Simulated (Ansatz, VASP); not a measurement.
# One calculation of Fe, two programs

```
Fe
1.0
     0.00000    2.40597    2.40597
     2.40597    0.00000    2.40597
     2.40597    2.40597    0.00000
Fe
2
Direct
  0.12500 0.12500 0.12500
  0.87500 0.87500 0.87500
```

Alike in both runs: task single point; functional r2SCAN; k mesh 13 × 13 × 13; occupations fermi-dirac, width 0.1 eV; no spin polarisation.

|  | VASP | Ansatz |
| --- | --- | --- |
| version | VASP 6.6.1 | Ansatz 0.2.0 |
| potentials or method | VASP PAW PBE potentials, release 64 (Fe), cutoff 520 eV | plane waves (500 eV) with PAW, scalar-relativistic |
| valence electrons in the cell | 16 | 32 |

VASP gave:

```
pressure (GPa) : -1.0
```

Problem. Which values does Ansatz return?

Solution. Pressure (GPa): 0.0.

VASP's potentials were made for PBE, not for r2SCAN. With one functional, cell and mesh, what is left measures potentials, basis and numerics. VASP's potentials hold 16 valence electrons a cell and Ansatz's 32, so a difference there can come from the potentials and not from the codes.
